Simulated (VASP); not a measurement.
# Sm (Im-3m) in VASP: single point with LDA

Aim: the single point of Sm with LDA.

All numbers are computed with VASP 6.6.1; they aren't measurements. Logs are shortened: lines on timing, memory, paths and dates and some standing lists are left out, and cuts for length are marked.

## (1) The cell of the first run

It takes space group Im-3m (No. 229, cubic). Conventional cell: a = 3.255 Å, b = 3.255 Å, c = 3.255 Å, α = 90.00°, β = 90.00°, γ = 90.00°. Sm (site symmetry m-3m) has 14 Sm at 2.82 to 3.25 Å within 3.7 Å.

## (2) Single point, LDA

Input file INCAR:

```
SYSTEM = Sm
PREC     = Accurate       ! precision mode
ENCUT    = 520            ! plane-wave cutoff, eV
EDIFF    = 1E-6           ! SCF threshold, eV
ISMEAR   = -1             ! smearing method
SIGMA    = 0.13605693000000002 ! smearing width, eV
LREAL    = .FALSE.        ! projectors in reciprocal space
LASPH    = .TRUE.         ! aspherical terms in the spheres
NELM     = 80             ! most SCF steps
ALGO     = Normal         ! electronic algorithm
ISIF     = 2              ! what is computed and relaxed
LWAVE    = .FALSE.        ! write WAVECAR
LCHARG   = .TRUE.         ! write CHGCAR
GGA      = CA             ! functional
LELF     = .TRUE.         ! ELF
LVHAR    = .TRUE.       
NBANDS   = 14             ! bands
```

Input file KPOINTS:

```
Automatic mesh
0
G
  14 14 14
  0 0 0
```

Input file POSCAR:

```
Sm
1.0
   -1.6273299909      1.6273299909      1.6273299909
    1.6273299909     -1.6273299909      1.6273299909
    1.6273299909      1.6273299909     -1.6273299909
Sm
1
Direct
    0.0000000000      0.0000000000      0.0000000000
```

Potentials or basis: VASP PAW PBE potentials, release 64 (Sm).

Started as:

```sh
$ cat potpaw_PBE.64/Sm/POTCAR > POTCAR
$ mpirun -np 1 vasp_std > vasp.out
```

OUTCAR:

```text
SYSTEM = Sm
   PREC = Accurate
   ENCUT = 520
   EDIFF = 1E-6
   ISMEAR = -1
   LREAL = .FALSE.
   LASPH = .TRUE.
   NELM = 80
   ISIF = 2
   GGA = CA

 ion  position               nearest neighbor table
   1  0.000  0.000  0.000-

  LATTYP: Found a body centered cubic cell.
 ALAT       =     3.2546599818

  Lattice vectors:

 A1 = (  -1.6273299909,   1.6273299909,   1.6273299909)
 A2 = (   1.6273299909,  -1.6273299909,   1.6273299909)
 A3 = (   1.6273299909,   1.6273299909,  -1.6273299909)

Analysis of symmetry for initial positions (statically):
=====================================================================
 Subroutine PRICEL returns:
 Original cell was already a primitive cell.

 Routine SETGRP: Setting up the symmetry group for a
 body centered cubic supercell.

 Subroutine GETGRP returns: Found 48 space group operations
 (whereof 48 operations were pure point group operations)
 out of a pool of 48 trial point group operations.

The static configuration has the point symmetry O_h .

Analysis of symmetry for dynamics (positions and initial velocities):
=====================================================================
 Subroutine PRICEL returns:
 Original cell was already a primitive cell.

 Routine SETGRP: Setting up the symmetry group for a
 body centered cubic supercell.

 Subroutine GETGRP returns: Found 48 space group operations
 (whereof 48 operations were pure point group operations)
 out of a pool of 48 trial point group operations.

The dynamic configuration has the point symmetry O_h .

 Subroutine INISYM returns: Found 48 space group operations
 (whereof 48 operations are pure point group operations),
 and found     1 'primitive' translations

----------------------------------------------------------------------------------------

                                     Primitive cell

  volume of cell :      17.2380

  direct lattice vectors                    reciprocal lattice vectors
    -1.627329991  1.627329991  1.627329991     0.000000000  0.307251758  0.307251758
     1.627329991 -1.627329991  1.627329991     0.307251758  0.000000000  0.307251758
     1.627329991  1.627329991 -1.627329991     0.307251758  0.307251758  0.000000000

  length of vectors
     2.818618225  2.818618225  2.818618225     0.434519603  0.434519603  0.434519603

  position of ions in fractional coordinates (direct lattice)
[... 78 lines left out ...]
   LREAL  =      F    real-space projection
   EDIFFG = 0.1E-04   stopping-criterion for IOM
   NSW    =      0    number of steps for IOM
   IBRION =     -1    ionic relax: 0-MD 1-quasi-New 2-CG
   NFREE  =      0    steps in history (QN), initial steepest desc. (CG)
   ISIF   =      2    stress and relaxation
   ISYM   =      2    0-nonsym 1-usesym 2-fastsym
   POTIM  = 0.5000    time-step for ionic-motion
   TEBEG  =    0.0;   TEEND  =   0.0 temperature during run
   PSTRESS=    0.0 pullay stress
   NELECT =      16.0000    total number of electrons
   NUPDOWN=      -1.0000    fix difference up-down
   EMIN   =  10.00;   EMAX   =-10.00  energy-range for DOS
   EFERMI =   0.00;   METHOD = LEGACY
   ISMEAR =    -1;   SIGMA  =   0.14  broadening in eV -4-tet -1-fermi 0-gaus
   EFERMI_NEDOS =   21; number of points for ismear=-14 and -15
   IALGO  =     38    algorithm
   IMIX   =      4    mixing-type and parameters
     AMIX     =   0.40;   BMIX     =  1.00
     AMIX_MAG =   1.60;   BMIX_MAG =  1.00
  volume/ion in A,a.u.               =      17.24       116.33
  Fermi-wavevector in a.u.,A,eV,Ry     =   1.596930  3.017760 34.697377  2.550185
  Thomas-Fermi vector in A             =   2.694616
   LORBIT       =      0    0 simple, 1 ext, 2 COOP (PROOUT), +10 PAW based schemes
   GGA     = CA    functional components
   LHFCALC =     F    Hartree Fock is set to
   AEXX    =    0.0000 exact exchange contribution
   IVDW    =     0    specifies the selected vdW correction
   LEPSILON=     F    determine dielectric tensor
   LRPA    =     F    only Hartree local field effects (RPA)
 non-spin polarized calculation
  energy-cutoff  :      520.00
  volume of cell :       17.24
 maximum number of plane-waves:       476
 NGX is ok and might be reduce to    24
   NGX = 11   NGY = 11   NGZ = 11

 number of electron      15.9999999 magnetization

 Free energy of the ion-electron system (eV)
  ---------------------------------------------------
  ext. energy  EPLUGINS =         0.00000000
  ---------------------------------------------------
  free energy    TOTEN  =        -6.20194968 eV

  energy without entropy =       -5.67465646  energy(sigma->0) =       -5.93830307

 E-fermi :   6.6791     XC(G=0): -13.7201

 val. band max:        6.6757664361   @ k =  -0.2857   0.2857   0.1429
 cond. band min:       6.6792921366   @ k =  -0.3571   0.3571   0.3571
 fundamental gap:      0.0035257005
 Fermi energy:         6.6791460600

 k-point     1 :       0.0000    0.0000    0.0000
  band No.  band energies     occupation
      1     -33.2985      2.00000
      2      -9.7607      2.00000
      3      -9.7607      2.00000
      4      -9.7607      2.00000
      5       4.4424      2.00000
      6       6.0463      1.98108
      7       6.0463      1.98108
      8       6.0463      1.98108
      9       7.1910      0.04541
     10       7.1910      0.04541
     11       7.1910      0.04541
     12       7.5598      0.00309
     13       9.5640      0.00000
     14       9.5640      0.00000
[... 377 lines left out ...]
      1     -31.8777      2.00000
      2     -14.1190      2.00000
      3     -13.3550      2.00000
      4     -10.5544      2.00000
      5       5.4195      1.99981
      6       6.2537      1.91596
      7       6.3570      1.82871
      8       6.6344      1.16312
      9       7.0139      0.15742
     10       7.0284      0.14258
     11       7.1613      0.05617
     12       7.5553      0.00319
     13       8.9393      0.00000
     14      10.3055      0.00000

 [... further k-points ...]
[... 5 lines left out ...]
  --------------------------------------------------------------------------------------
  -------------------------------------------------------------------------------------
  Total        0.0487437      0.0487437      0.0487437      0.0000000      0.0000000      0.0000000
  in kB        4.5304558      4.5304558      4.5304558      0.0000000      0.0000000      0.0000000
  external PRESSURE =       4.5304558 kB  Pullay stress =       0.0000000 kB

 VOLUME and BASIS-vectors are now :
 -----------------------------------------------------------------------------
  energy-cutoff  :      520.00
  volume of cell :       17.24
      direct lattice vectors                 reciprocal lattice vectors
    -1.627329991  1.627329991  1.627329991     0.000000000  0.307251758  0.307251758
     1.627329991 -1.627329991  1.627329991     0.307251758  0.000000000  0.307251758
     1.627329991  1.627329991 -1.627329991     0.307251758  0.307251758  0.000000000

 POSITION                                       TOTAL-FORCE (eV/Angst)
 -----------------------------------------------------------------------------------
      0.00000      0.00000      0.00000         0.000000      0.000000      0.000000
 -----------------------------------------------------------------------------------
    total drift:                                0.000000      0.000000      0.000000

  FREE ENERGIE OF THE ION-ELECTRON SYSTEM (eV)
  ---------------------------------------------------
  free  energy   TOTEN  =        -6.2019496815 eV

  energy  without entropy=       -5.6746564621  energy(sigma->0) =       -5.93830307
```

stdout:

```text
POSCAR found type information on POSCAR Sm
 POSCAR found :  1 types and       1 ions
 scaLAPACK will be used
 -----------------------------------------------------------------------------
|                                                                             |
|                                                                             |
|     You enforced a specific xc type in the INCAR file but a different       |
|     I HOPE YOU KNOW WHAT YOU ARE DOING!                                     |
|                                                                             |
 -----------------------------------------------------------------------------

 LDA part: xc-table for (Slater(with rela. corr.)+CA(PZ))
 , standard interpolation
 POSCAR, INCAR and KPOINTS ok, starting setup
 FFT: planning ... GRIDC
 FFT: planning ... GRID_SOFT
 FFT: planning ... GRID
 WAVECAR not read
 entering main loop
```

It took 38 s on 1 thread of Intel Xeon 6975P-C (Granite Rapids), shared host; peak memory 0.16 GiB.

What came out:

```
Free energy            : -6.2019 eV
Pressure               : 0.5 GPa
Band gap on the k mesh : zero (band 8 reaches 6.97 eV, above the bottom of band 9 at 6.56 eV)
```

Caveat: the PAW data sets were made with another functional, which shifts forces and pressure a little; spin-orbit coupling is left out, which moves the levels of the heavy elements.
